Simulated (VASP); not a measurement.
Write the native input for VASP 6.6.1 that does the following.

```yaml
Task: single point
Functional: PBE
Potentials_or_basis: VASP PAW PBE potentials, release 64 (S)
Cutoff: 520 eV
k_mesh: 15 × 15 × 15
Occupations: fermi-dirac, width 0.136057 eV
Spin: no spin polarisation
Dipole_correction: no
Further_INCAR_settings: ALGO = Normal; EDIFF = 1e-07; NBANDS = 9
```

The structure of S lies in POSCAR:

```
S
1.0
   -1.5767135126      1.5767135126      1.5767135126
    1.5767135126     -1.5767135126      1.5767135126
    1.5767135126      1.5767135126     -1.5767135126
S
1
Direct
    0.0000000000      0.0000000000      0.0000000000
```

One way to write it, as run:

INCAR

```
SYSTEM = S
PREC = Accurate
ENCUT = 520
EDIFF = 1E-7
ISMEAR = -1
SIGMA = 0.13605693000000002
LREAL = .False.
LASPH = .True.
NELM = 80
ALGO = Normal
ISIF = 2
LWAVE = .False.
LCHARG = .False.
GGA = PE
NBANDS = 9
```

KPOINTS

```
regular mesh
0
Gamma
  15 15 15
  0 0 0
```

Potentials or basis: VASP PAW PBE potentials, release 64 (S).

Run with:

```sh
$ cat potpaw_PBE.64/S/POTCAR > POTCAR
$ mpirun -np 1 vasp_std > vasp.out
```

Results of the run:

The pressure is 0.7 GPa and the band gap on the k mesh is zero (band 3 reaches 10.86 eV, above the bottom of band 4 at 4.22 eV).

Run time: 17 s on 1 thread of AMD EPYC 7R13, with other jobs on the host, peak memory 0.1 GiB.
